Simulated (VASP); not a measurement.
# Mo in VASP: single point with PBE

Aim: the single point of Mo with PBE.

All numbers are computed with VASP 6.6.1; they aren't measurements. Logs are shortened: lines on timing, memory, paths and dates and some standing lists are left out, and cuts for length are marked.

## Step 1: The cell of the first run

The cell holds a slab with vacuum, 12 atoms: a = 4.480 Å, b = 4.480 Å, c = 25.059 Å, α = 90.00°, β = 90.00°, γ = 60.00°.

## Step 2: Single point, PBE

Input file INCAR:

```
SYSTEM = Mo
  PREC = Accurate
  ENCUT = 520
  EDIFF = 1E-7
  ISMEAR = 1
  SIGMA = 0.1
  LREAL = .False.
  LASPH = .True.
  NELM = 60
  ALGO = Normal
  ISIF = 2
  LWAVE = .False.
  LCHARG = .False.
  LDIPOL = .True.
  IDIPOL = 3
  DIPOL = 0.5 0.5 0.500
  GGA = PE
  NBANDS = 96
  KPAR = 4
```

Input file KPOINTS:

```
Automatic mesh
0
Gamma
  13 13 1
  0 0 0
```

Input file POSCAR:

```
Mo
1.0
    4.4796882565      0.0000000000      0.0000000000
    2.2398441283      3.8795238312      0.0000000000
    0.0000000000      0.0000000000     25.0585378990
Mo
12
Direct
    0.0000000000      0.0000000000      0.2992991862
    0.3333333333      0.3333333333      0.3357902432
    0.6666666667      0.6666666667      0.3722813003
    0.0000000000      0.0000000000      0.4087723574
    0.3333333333      0.3333333333      0.4452634144
    0.6666666667      0.6666666667      0.4817544715
    1.0000000000      0.0000000000      0.5182455285
    0.3333333333      0.3333333333      0.5547365856
    0.6666666667      0.6666666667      0.5912276426
    0.0000000000      0.0000000000      0.6277186997
    0.3333333333      0.3333333333      0.6642097568
    0.6666666667      0.6666666667      0.7007008138
```

Potentials or basis: VASP PAW PBE potentials, release 64 (Mo_sv).

The run is started by

```console
$ cat potpaw_PBE.64/Mo_sv/POTCAR > POTCAR
$ mpirun -np 4 vasp_std > vasp.out
```

OUTCAR:

```text
SYSTEM = Mo
   PREC = Accurate
   ENCUT = 520
   EDIFF = 1E-7
   ISMEAR = 1
   LREAL = .False.
   LASPH = .True.
   NELM = 60
   ISIF = 2
   GGA = PE

 ion  position               nearest neighbor table
   1  0.000  0.000  0.299-   2 2.74   2 2.74   2 2.74   4 2.74   3 3.17   3 3.17   3 3.17
   2  0.333  0.333  0.336-   1 2.74   1 2.74   1 2.74   3 2.74   3 2.74   5 2.74   3 2.74   4 3.17
                             4 3.17   4 3.17
   3  0.667  0.667  0.372-   2 2.74   4 2.74   2 2.74   4 2.74   4 2.74   6 2.74   2 2.74   5 3.17
                             1 3.17   5 3.17   1 3.17   1 3.17   5 3.17
   4  0.000  0.000  0.409-   7 2.74   5 2.74   5 2.74   5 2.74   3 2.74   3 2.74   3 2.74   1 2.74
                             6 3.17   6 3.17   6 3.17   2 3.17   2 3.17   2 3.17
   5  0.333  0.333  0.445-   4 2.74   4 2.74   4 2.74   6 2.74   6 2.74   8 2.74   2 2.74   6 2.74
                             3 3.17   7 3.17   3 3.17   7 3.17   7 3.17   3 3.17
   6  0.667  0.667  0.482-   9 2.74   7 2.74   7 2.74   7 2.74   5 2.74   5 2.74   3 2.74   5 2.74
                             8 3.17   4 3.17   8 3.17   4 3.17   4 3.17   8 3.17
   7  0.000  0.000  0.518-   4 2.74   6 2.74   6 2.74   6 2.74   8 2.74   8 2.74   8 2.74  10 2.74
                             9 3.17   5 3.17   5 3.17   9 3.17   5 3.17   9 3.17
   8  0.333  0.333  0.555-   9 2.74   9 2.74   9 2.74   7 2.74   7 2.74   7 2.74   5 2.74  11 2.74
                             6 3.17  10 3.17   6 3.17  10 3.17  10 3.17   6 3.17
   9  0.667  0.667  0.591-   6 2.74   8 2.74   8 2.74   8 2.74  10 2.74  10 2.74  10 2.74  12 2.74
                             7 3.17   7 3.17   7 3.17  11 3.17  11 3.17  11 3.17
  10  0.000  0.000  0.628-   9 2.74  11 2.74   9 2.74  11 2.74   9 2.74  11 2.74   7 2.74   8 3.17
                            12 3.17   8 3.17  12 3.17   8 3.17  12 3.17
  11  0.333  0.333  0.664-  12 2.74  12 2.74  12 2.74  10 2.74  10 2.74  10 2.74   8 2.74   9 3.17
                             9 3.17   9 3.17
  12  0.667  0.667  0.701-  11 2.74  11 2.74  11 2.74   9 2.74  10 3.17  10 3.17  10 3.17

  LATTYP: Found a hexagonal cell.
 ALAT       =     4.4796882566
 C/A-ratio  =     5.5938128869

  Lattice vectors:

 A1 = (  -2.2398441283,  -3.8795238312,   0.0000000000)
 A2 = (   4.4796882565,   0.0000000000,   0.0000000000)
 A3 = (   0.0000000000,   0.0000000000,  25.0585378990)

Analysis of symmetry for initial positions (statically):
=====================================================================
 Subroutine PRICEL returns:
 Original cell was already a primitive cell.

 Routine SETGRP: Setting up the symmetry group for a
 hexagonal supercell.

 Subroutine GETGRP returns: Found 12 space group operations
 (whereof  6 operations were pure point group operations)
 out of a pool of 24 trial point group operations.
[... 156 lines left out ...]
  Thomas-Fermi vector in A             =   2.327801
   LORBIT       =      0    0 simple, 1 ext, 2 COOP (PROOUT), +10 PAW based schemes
   GGA     = PE    functional components
   LHFCALC =     F    Hartree Fock is set to
   AEXX    =    0.0000 exact exchange contribution
   IVDW    =     0    specifies the selected vdW correction
   LEPSILON=     F    determine dielectric tensor
   LRPA    =     F    only Hartree local field effects (RPA)
 non-spin polarized calculation
 Methfessel and Paxton  Order N= 1 SIGMA  =   0.10
  energy-cutoff  :      520.00
  volume of cell :      435.49
 maximum number of plane-waves:     11789
 NGX is ok and might be reduce to    36
   NGX = 17   NGY = 17   NGZ = 93

 dipolmoment           0.000000      0.000000     -0.000000 electrons x Angstroem

 number of electron     168.0000002 magnetization

 dipolmoment           0.000000      0.000000      0.000000 electrons x Angstroem

 Free energy of the ion-electron system (eV)
  ---------------------------------------------------
  ext. energy  EPLUGINS =         0.00000000
  ---------------------------------------------------
  free energy    TOTEN  =      -123.91882677 eV

  energy without entropy =     -123.91553265  energy(sigma->0) =     -123.91772873

 E-fermi :   3.3101     XC(G=0):  -6.8142

 val. band max:        3.3085874870   @ k =   0.2308   0.0000   0.0000
 cond. band min:       3.3197126839   @ k =   0.3077   0.1538   0.0000
 fundamental gap:      0.0111251969
 Fermi energy:         3.3101127228

 k-point     1 :       0.0000    0.0000    0.0000
  band No.  band energies     occupation
      1     -57.9389      2.00000
      2     -57.8825      2.00000
      3     -57.7760      2.00000
      4     -57.7242      2.00000
      5     -57.6930      2.00000
      6     -57.6840      2.00000
[... 2068 lines left out ...]
     95       4.2930     -0.00000
     96       4.3242     -0.00000

------------------------ aborting loop because EDIFF is reached ----------------------------------------

 vacuum level on the upper side and lower side of the slab       (xc-potential included)        -0.130        -0.130

  FORCE on cell =-STRESS in cart. coord.  units (eV):
  Direction    XX          YY          ZZ          XY          YZ          ZX
  --------------------------------------------------------------------------------------
  -------------------------------------------------------------------------------------
  Total      -13.2064585    -13.2064585    -12.5049986     -0.0000000      0.0000000      0.0000000
  in kB      -48.5864321    -48.5864321    -46.0057683     -0.0000000      0.0000000      0.0000000
  external PRESSURE =     -47.7262108 kB  Pullay stress =       0.0000000 kB

 VOLUME and BASIS-vectors are now :
 -----------------------------------------------------------------------------
  energy-cutoff  :      520.00
  volume of cell :      435.49
      direct lattice vectors                 reciprocal lattice vectors
     4.479688257  0.000000000  0.000000000     0.223229819 -0.128881796  0.000000000
     2.239844128  3.879523831  0.000000000     0.000000000  0.257763593  0.000000000
     0.000000000  0.000000000 25.058537899     0.000000000  0.000000000  0.039906558

 POSITION                                       TOTAL-FORCE (eV/Angst)
 -----------------------------------------------------------------------------------
      0.00000      0.00000      7.50000         0.000000      0.000000      2.325638
      2.23984      1.29317      8.41441        -0.000000     -0.000000     -0.039328
      4.47969      2.58635      9.32883         0.000000      0.000000     -0.661830
      0.00000      0.00000     10.24324        -0.000000     -0.000000     -1.162930
      2.23984      1.29317     11.15765         0.000000      0.000000     -0.345909
      4.47969      2.58635     12.07206        -0.000000      0.000000     -0.139709
      0.00000      0.00000     12.98648         0.000000     -0.000000      0.139709
      2.23984      1.29317     13.90089        -0.000000     -0.000000      0.345909
      4.47969      2.58635     14.81530         0.000000     -0.000000      1.162930
      0.00000      0.00000     15.72971        -0.000000     -0.000000      0.661830
      2.23984      1.29317     16.64413         0.000000      0.000000      0.039328
      4.47969      2.58635     17.55854        -0.000000     -0.000000     -2.325638
 -----------------------------------------------------------------------------------
    total drift:                               -0.000000     -0.000000     -0.000000

  FREE ENERGIE OF THE ION-ELECTRON SYSTEM (eV)
  ---------------------------------------------------
  free  energy   TOTEN  =      -123.9188267714 eV

  energy  without entropy=     -123.9155326547  energy(sigma->0) =     -123.91772873

 vacuum level on the upper side and lower side of the slab         6.961         6.961
```

OSZICAR:

```text
N       E                     dE             d eps       ncg     rms          rms(c)
DAV:   1     0.199047028925E+04    0.19905E+04   -0.10789E+05  5064   0.164E+03
DAV:   2    -0.455099336882E+02   -0.20360E+04   -0.19998E+04  4464   0.504E+02
DAV:   3    -0.131152784189E+03   -0.85643E+02   -0.83365E+02  5552   0.845E+01
[... 24 lines left out ...]
DAV:  28    -0.123918823788E+03   -0.91793E-05   -0.50437E-07  3216   0.212E-03    0.356E-04
DAV:  29    -0.123918826244E+03   -0.24558E-05   -0.16260E-07  2800   0.983E-04    0.605E-04
DAV:  30    -0.123918826504E+03   -0.26033E-06   -0.29197E-08  2664   0.543E-04    0.401E-04
DAV:  31    -0.123918826738E+03   -0.23350E-06   -0.20307E-08  2616   0.534E-04    0.124E-04
DAV:  32    -0.123918826771E+03   -0.33877E-07   -0.47603E-09  2608   0.242E-04
   1 F= -.12391883E+03 E0= -.12391773E+03  d E =-.329412E-02
```

It took 15 min on 4 MPI ranks of Intel Xeon Platinum 8259CL at 2.50GHz (Skylake/Cascade Lake), shared host; peak memory 0.93 GiB.

What came out:

```
Free energy            : -123.9188 eV
Largest force          : 2.326 eV/Å
Band gap on the k mesh : zero (bands 84 and 85 overlap by 0.19 eV)
```

Forces in eV/Å, atoms in the order of the input:
```
Mo   0.000  0.000  2.326
Mo   0.000  0.000 -0.039
Mo   0.000  0.000 -0.662
Mo   0.000  0.000 -1.163
Mo   0.000  0.000 -0.346
Mo   0.000  0.000 -0.140
Mo   0.000  0.000  0.140
Mo   0.000  0.000  0.346
Mo   0.000  0.000  1.163
Mo   0.000  0.000  0.662
Mo   0.000  0.000  0.039
Mo   0.000  0.000 -2.326
```
